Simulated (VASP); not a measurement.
# CaSb3 (P6/mmm) in VASP: a series of runs

The runs below take CaSb3 through single point, relaxation of cell and atoms, with PBE.

Everything below comes from runs of VASP 6.6.1. Logs are shortened: lines on timing, memory, paths and dates and some standing lists are left out, and cuts for length are marked.

## 1. The cell of the first run

It takes space group P6/mmm (No. 191, hexagonal). Conventional cell: a = 6.308 Å, b = 6.308 Å, c = 3.344 Å, α = 90.00°, β = 90.00°, γ = 120.00°. Within 4.4 Å of Ca (site symmetry 6/mmm) lie 2 Ca at 3.34 Å and 12 Sb at 3.57 Å. Sb (site symmetry mmm) has 6 Sb at 3.15 to 3.34 Å and 4 Ca at 3.57 Å within 4.2 Å.

The cell was generated, and may not be a known phase.

## 2. Single point, PBE

File INCAR:

```
SYSTEM = CaSb3
PREC     = Accurate       ! precision mode
ENCUT    = 520            ! plane-wave cutoff, eV
EDIFF    = 1E-7           ! SCF threshold, eV
ISMEAR   = 0              ! smearing method
SIGMA    = 0.1            ! smearing width, eV
LREAL    = .FALSE.        ! projectors in reciprocal space
LASPH    = .TRUE.         ! aspherical terms in the spheres
NELM     = 100            ! most SCF steps
ALGO     = Normal         ! electronic algorithm
ISIF     = 2              ! what is computed and relaxed
LWAVE    = .FALSE.        ! write WAVECAR
LCHARG   = .FALSE.        ! write CHGCAR
GGA      = PE             ! functional
NBANDS   = 20             ! bands
```

File KPOINTS:

```
regular mesh
0
G
  3 3 6
  0 0 0
```

File POSCAR:

```
CaSb3
1.0
    6.3077141602      0.0000000000      0.0000000000
   -3.1538570801      5.4626407025      0.0000000000
    0.0000000000      0.0000000000      3.3444135475
Ca Sb
1 3
Direct
    0.0000000000      0.0000000000      0.0000000000
    0.5000000000      0.0000000000      0.5000000000
    0.0000000000      0.5000000000      0.5000000000
    0.5000000000      0.5000000000      0.5000000000
```

Potentials or basis: VASP PAW PBE potentials, release 64 (Ca_sv, Sb).

Started as:

```console
$ cat potpaw_PBE.64/Ca_sv/POTCAR potpaw_PBE.64/Sb/POTCAR > POTCAR
$ mpirun -np 1 vasp_std > vasp.out
```

OUTCAR:

```text
SYSTEM = CaSb3
   PREC = Accurate
   ENCUT = 520
   EDIFF = 1E-7
   ISMEAR = 0
   LREAL = .FALSE.
   LASPH = .TRUE.
   NELM = 100
   ISIF = 2
   GGA = PE

 ion  position               nearest neighbor table
   1  0.000  0.000  0.000-
   2  0.500  0.000  0.500-   3 3.15   4 3.15   4 3.15   3 3.15
   3  0.000  0.500  0.500-   2 3.15   2 3.15   4 3.15   4 3.15
   4  0.500  0.500  0.500-   2 3.15   2 3.15   3 3.15   3 3.15

  LATTYP: Found a hexagonal cell.
 ALAT       =     6.3077141602
 C/A-ratio  =     0.5302100670

  Lattice vectors:

 A1 = (   6.3077141602,   0.0000000000,   0.0000000000)
 A2 = (  -3.1538570801,   5.4626407025,   0.0000000000)
 A3 = (   0.0000000000,   0.0000000000,   3.3444135475)

Analysis of symmetry for initial positions (statically):
=====================================================================
 Subroutine PRICEL returns:
 Original cell was already a primitive cell.

 Routine SETGRP: Setting up the symmetry group for a
 hexagonal supercell.

 Subroutine GETGRP returns: Found 24 space group operations
 (whereof 24 operations were pure point group operations)
 out of a pool of 24 trial point group operations.

The static configuration has the point symmetry D_6h.

Analysis of symmetry for dynamics (positions and initial velocities):
=====================================================================
 Subroutine PRICEL returns:
 Original cell was already a primitive cell.

 Routine SETGRP: Setting up the symmetry group for a
 hexagonal supercell.

 Subroutine GETGRP returns: Found 24 space group operations
 (whereof 24 operations were pure point group operations)
 out of a pool of 24 trial point group operations.

The dynamic configuration has the point symmetry D_6h.

 Subroutine INISYM returns: Found 24 space group operations
 (whereof 24 operations are pure point group operations),
 and found     1 'primitive' translations

----------------------------------------------------------------------------------------

                                     Primitive cell

  volume of cell :     115.2377

  direct lattice vectors                    reciprocal lattice vectors
     6.307714160  0.000000000  0.000000000     0.158536036  0.091530823  0.000000000
    -3.153857080  5.462640702  0.000000000     0.000000000  0.183061646  0.000000000
     0.000000000  0.000000000  3.344413547     0.000000000  0.000000000  0.299006085

  length of vectors
     6.307714160  6.307714160  3.344413547     0.183061646  0.183061646  0.299006085

  position of ions in fractional coordinates (direct lattice)
     0.000000000  0.000000000  0.000000000
     0.500000000  0.000000000  0.500000000
     0.000000000  0.500000000  0.500000000
     0.500000000  0.500000000  0.500000000

  ion indices of the primitive-cell ions
   primitive index   ion index
                 1           1
                 2           2
                 3           3
                 4           4

----------------------------------------------------------------------------------------

 KPOINTS: regular mesh

Automatic generation of k-mesh.
 Grid dimensions read from file:
 generate k-points for:    3    3    6

 Generating k-lattice:

  Cartesian coordinates                     Fractional coordinates (reciprocal lattice)
     0.052845345  0.030510274  0.000000000     0.333333333  0.000000000  0.000000000
     0.000000000  0.061020549  0.000000000     0.000000000  0.333333333  0.000000000
     0.000000000  0.000000000  0.049834347     0.000000000  0.000000000  0.166666667

  Length of vectors
     0.061020549  0.061020549  0.049834347

  Shift w.r.t. Gamma in fractional coordinates (k-lattice)
     0.000000000  0.000000000  0.000000000

 Subroutine IBZKPT returns following result:
 ===========================================

 Found     12 irreducible k-points:

 Following reciprocal coordinates:
            Coordinates               Weight
  0.000000  0.000000  0.000000      1.000000
  0.333333 -0.000000  0.000000      6.000000
  0.333333  0.333333  0.000000      2.000000
  0.000000  0.000000  0.166667      2.000000
  0.333333 -0.000000  0.166667     12.000000
  0.333333  0.333333  0.166667      4.000000
  0.000000  0.000000  0.333333      2.000000
  0.333333 -0.000000  0.333333     12.000000
  0.333333  0.333333  0.333333      4.000000
  0.000000  0.000000  0.500000      1.000000
  0.333333 -0.000000  0.500000      6.000000
  0.333333  0.333333  0.500000      2.000000
   k-points           NKPTS =     12   k-points in BZ     NKDIM =     12   number of bands    NBANDS=     20
   number of dos      NEDOS =    301   number of ions     NIONS =      4
   total plane-waves  NPLWV =  64512
   dimension x,y,z NGX =    48 NGY =   48 NGZ =   28
   dimension x,y,z NGXF=    96 NGYF=   96 NGZF=   56
   ions per type =               1   3
   NGX,Y,Z   is equivalent  to a cutoff of  12.65, 12.65, 13.92 a.u.
   NGXF,Y,Z  is equivalent  to a cutoff of  25.30, 25.30, 27.84 a.u.
 SYSTEM =  CaSb3
   PREC   = accura    normal or accurate (medium, high low for compatibility)
   ISTART =      0    job   : 0-new  1-cont  2-samecut
   ICHARG =      2    charge: 1-file 2-atom 10-const
   ISPIN  =      1    spin polarized calculation?
   LNONCOLLINEAR =      F non collinear calculations
   LSORBIT =      F    spin-orbit coupling
   LASPH  =      T    aspherical Exc in radial PAW
   ENCUT  =  520.0 eV  38.22 Ry    6.18 a.u.  11.73 11.73  6.22*2*pi/ulx,y,z
   NELM   =    100;   NELMIN=  2; NELMDL= -5     # of ELM steps
   EDIFF  = 0.1E-06   stopping-criterion for ELM
   LREAL  =      F    real-space projection
   EDIFFG = 0.1E-05   stopping-criterion for IOM
   NSW    =      0    number of steps for IOM
   IBRION =     -1    ionic relax: 0-MD 1-quasi-New 2-CG
   NFREE  =      0    steps in history (QN), initial steepest desc. (CG)
   ISIF   =      2    stress and relaxation
   ISYM   =      2    0-nonsym 1-usesym 2-fastsym
   POTIM  = 0.5000    time-step for ionic-motion
   TEBEG  =    0.0;   TEEND  =   0.0 temperature during run
   PSTRESS=    0.0 pullay stress
   NELECT =      25.0000    total number of electrons
   NUPDOWN=      -1.0000    fix difference up-down
   EMIN   =  10.00;   EMAX   =-10.00  energy-range for DOS
   EFERMI =   0.00;   METHOD = LEGACY
   ISMEAR =     0;   SIGMA  =   0.10  broadening in eV -4-tet -1-fermi 0-gaus
   EFERMI_NEDOS =   21; number of points for ismear=-14 and -15
   IALGO  =     38    algorithm
   IMIX   =      4    mixing-type and parameters
     AMIX     =   0.40;   BMIX     =  1.00
     AMIX_MAG =   1.60;   BMIX_MAG =  1.00
  volume/ion in A,a.u.               =      28.81       194.42
  Fermi-wavevector in a.u.,A,eV,Ry     =   0.983686  1.858898 13.165525  0.967639
  Thomas-Fermi vector in A             =   2.114863
   LORBIT       =      0    0 simple, 1 ext, 2 COOP (PROOUT), +10 PAW based schemes
   GGA     = PE    functional components
   LHFCALC =     F    Hartree Fock is set to
   AEXX    =    0.0000 exact exchange contribution
   IVDW    =     0    specifies the selected vdW correction
   LEPSILON=     F    determine dielectric tensor
   LRPA    =     F    only Hartree local field effects (RPA)
 non-spin polarized calculation
 Gauss-broadening in eV      SIGMA  =   0.10
  energy-cutoff  :      520.00
  volume of cell :      115.24
 maximum number of plane-waves:      3132
 NGX is ok and might be reduce to    48
   NGX = 23   NGY = 23   NGZ = 13

 number of electron      25.0000000 magnetization

 Free energy of the ion-electron system (eV)
  ---------------------------------------------------
  ext. energy  EPLUGINS =         0.00000000
  ---------------------------------------------------
  free energy    TOTEN  =       -15.45024926 eV

  energy without entropy =      -15.44549383  energy(sigma->0) =      -15.44787154

 E-fermi :   7.1090     XC(G=0):  -9.6216

 val. band max:        6.9358317103   @ k =   0.3333  -0.0000   0.0000
 cond. band min:       7.1885257183   @ k =   0.3333   0.3333   0.1667
 fundamental gap:      0.2526940080
 Fermi energy:         7.1089935014

 k-point     1 :       0.0000    0.0000    0.0000
  band No.  band energies     occupation
      1     -34.9456      2.00000
      2     -15.9452      2.00000
      3     -15.9452      2.00000
      4     -15.8499      2.00000
      5      -5.2642      2.00000
      6      -1.9550      2.00000
[... 12 lines left out ...]
     19      10.6497      0.00000
     20      10.6497      0.00000

 k-point     2 :       0.3333   -0.0000    0.0000
  band No.  band energies     occupation
      1     -34.9456      2.00000
      2     -15.9465      2.00000
      3     -15.9455      2.00000
      4     -15.8498      2.00000
      5      -4.8059      2.00000
      6      -3.2191      2.00000
[... 12 lines left out ...]
     19      10.2210      0.00000
     20      11.3200      0.00000

 k-point     3 :       0.3333    0.3333    0.0000
  band No.  band energies     occupation
      1     -34.9456      2.00000
      2     -15.9464      2.00000
      3     -15.9464      2.00000
      4     -15.8497      2.00000
      5      -4.0902      2.00000
      6      -4.0902      2.00000
[... 12 lines left out ...]
     19      10.9416      0.00000
     20      11.3418      0.00000

 k-point     4 :       0.0000    0.0000    0.1667
  band No.  band energies     occupation
      1     -34.9372      2.00000
      2     -15.9359      2.00000
      3     -15.9346      2.00000
      4     -15.9346      2.00000
      5      -4.9537      2.00000
      6      -1.6356      2.00000
[... 153 lines left out ...]
 k-point    11 :       0.3333   -0.0000    0.5000
  band No.  band energies     occupation
      1     -34.9121      2.00000
      2     -16.1859      2.00000
      3     -15.9035      2.00000
      4     -15.9029      2.00000
      5      -3.1500      2.00000
      6      -1.5110      2.00000
[... 12 lines left out ...]
     19      10.4958      0.00000
     20      10.5588      0.00000

 k-point    12 :       0.3333    0.3333    0.5000
  band No.  band energies     occupation
      1     -34.9121      2.00000
      2     -16.1858      2.00000
      3     -15.9035      2.00000
      4     -15.9035      2.00000
      5      -2.4676      2.00000
      6      -2.4676      2.00000
[... 12 lines left out ...]
     19       9.4811      0.00000
     20       9.6514      0.00000

------------------------ aborting loop because EDIFF is reached ----------------------------------------

  FORCE on cell =-STRESS in cart. coord.  units (eV):
  Direction    XX          YY          ZZ          XY          YZ          ZX
  --------------------------------------------------------------------------------------
  -------------------------------------------------------------------------------------
  Total       -0.0613151     -0.0613151      0.0408013      0.0000000      0.0000000      0.0000000
  in kB       -0.8524784     -0.8524784      0.5672704      0.0000000      0.0000000      0.0000000
  external PRESSURE =      -0.3792288 kB  Pullay stress =       0.0000000 kB

 VOLUME and BASIS-vectors are now :
 -----------------------------------------------------------------------------
  energy-cutoff  :      520.00
  volume of cell :      115.24
      direct lattice vectors                 reciprocal lattice vectors
     6.307714160  0.000000000  0.000000000     0.158536036  0.091530823  0.000000000
    -3.153857080  5.462640702  0.000000000     0.000000000  0.183061646  0.000000000
     0.000000000  0.000000000  3.344413547     0.000000000  0.000000000  0.299006085

 POSITION                                       TOTAL-FORCE (eV/Angst)
 -----------------------------------------------------------------------------------
      0.00000      0.00000      0.00000        -0.000000      0.000000      0.000000
      3.15386      0.00000      1.67221         0.000000      0.000000      0.000000
     -1.57693      2.73132      1.67221         0.000000      0.000000      0.000000
      1.57693      2.73132      1.67221        -0.000000      0.000000      0.000000
 -----------------------------------------------------------------------------------
    total drift:                               -0.000000      0.000000     -0.000000

  FREE ENERGIE OF THE ION-ELECTRON SYSTEM (eV)
  ---------------------------------------------------
  free  energy   TOTEN  =       -15.4502492556 eV

  energy  without entropy=      -15.4454938277  energy(sigma->0) =      -15.44787154
```

Run time: 85 s. Hardware: 1 thread of AMD EPYC, shared host; peak memory 0.21 GiB.

Results:

```
Free energy            : -15.4502 eV
Pressure               : 0.0 GPa
Band gap on the k mesh : zero (an odd number of electrons rules out a gap without spin polarisation)
```

Caveat: the k points lie up to 0.38 Å⁻¹ apart, too coarse for converged energies and pressures of a metal; spin-orbit coupling is left out, which moves the levels of the heavy elements.

## 3. Relaxation of cell and atoms, PBE

This run uses another cell than the first one, of 29.61 Å³/atom.

File INCAR:

```
PREC = Accurate ; ENCUT = 600
EDIFF = 1E-7 ; ISMEAR = 0
SIGMA = 0.1 ; LREAL = F
LASPH = T ; NELM = 100
ALGO = Normal ; ISIF = 3
LWAVE = F ; LCHARG = F
GGA = PE ; IBRION = 2
NSW = 90 ; EDIFFG = -0.04
```

File KPOINTS:

```
Automatic mesh
0
Gamma
  3 3 6
```

File POSCAR:

```
CaSb3
1.0
    6.2512632546      0.0000000000      0.0000000000
   -3.1256316273      5.4137527843      0.0000000000
    0.0000000000      0.0000000000      3.4994728456
Ca Sb
1 3
Direct
    0.0000000000      0.0000000000      0.0000000000
    0.5000000000      0.0000000000      0.5000000000
    0.0000000000      0.5000000000      0.5000000000
    0.5000000000      0.5000000000      0.5000000000
```

Potentials or basis: VASP PAW PBE potentials, release 64 (Ca_sv, Sb).

Started as:

```console
$ cat potpaw_PBE.64/Ca_sv/POTCAR potpaw_PBE.64/Sb/POTCAR > POTCAR
$ mpirun -np 1 vasp_std > vasp.out
```

Wall time 5.3 min (1 thread of AMD EPYC, shared host); peak memory 0.24 GiB.

It converged, with:

* Free energy: -15.4504 eV
* Relaxed volume: 28.76 Å³/atom
* Relaxed cell: a = 6.303 Å, b = 6.303 Å, c = 3.344 Å, α = 90.00°, β = 90.00°, γ = 120.00°
* Space group after relaxing (to 0.1 Å): P6/mmm (No. 191)
* Energy gained by relaxing: 13.7 meV/atom
* Ionic steps: 6
* Pressure after relaxing: 0.1 GPa
* Band gap on the k mesh: zero (an odd number of electrons rules out a gap without spin polarisation)

Stress tensor (GPa, compression positive):
```
0.03 0.00 0.00
0.00 0.03 0.00
0.00 0.00 0.11
```

Step by step:
```tsv
step	energy change (eV)	largest force (eV/Å)	pressure (GPa)	volume (Å³)
1	0.0000	0.0000	-0.66	118.43
2	-0.0369	0.0000	-0.11	116.34
3	0.0087	0.0000	2.38	109.98
4	-0.0525	0.0000	0.51	114.17
5	-0.0539	0.0000	-0.20	115.57
6	-0.0547	0.0000	0.06	115.05
```

Final structure:
```
CELL_PARAMETERS angstrom
6.30325 0.00000 0.00000
-3.15162 5.45877 0.00000
0.00000 0.00000 3.34363
ATOMIC_POSITIONS crystal
Ca 0.00000 0.00000 0.00000
Sb 0.50000 0.00000 0.50000
Sb 0.00000 0.50000 0.50000
Sb 0.50000 0.50000 0.50000
```

Levels at points of the mesh, in eV from the Fermi level:
```tsv
k point	band 8	band 9	band 10	band 11	band 12	band 13	band 14	band 15	band 16
(0.00, 0.00, 0.00)	-6.10	-4.53	-4.53	-1.14	1.28	2.00	2.11	2.64	2.64
(0.00, 0.00, 0.50)	-5.70	-4.73	-3.50	-3.50	-2.92	-2.92	1.84	1.91	2.44
```

Caveat: the k points lie up to 0.38 Å⁻¹ apart in the final cell, too coarse for converged energies and pressures of a metal; spin-orbit coupling is left out, which moves the levels of the heavy elements.

The gap in the log of VASP goes by the Fermi energy; the results here count the filled bands.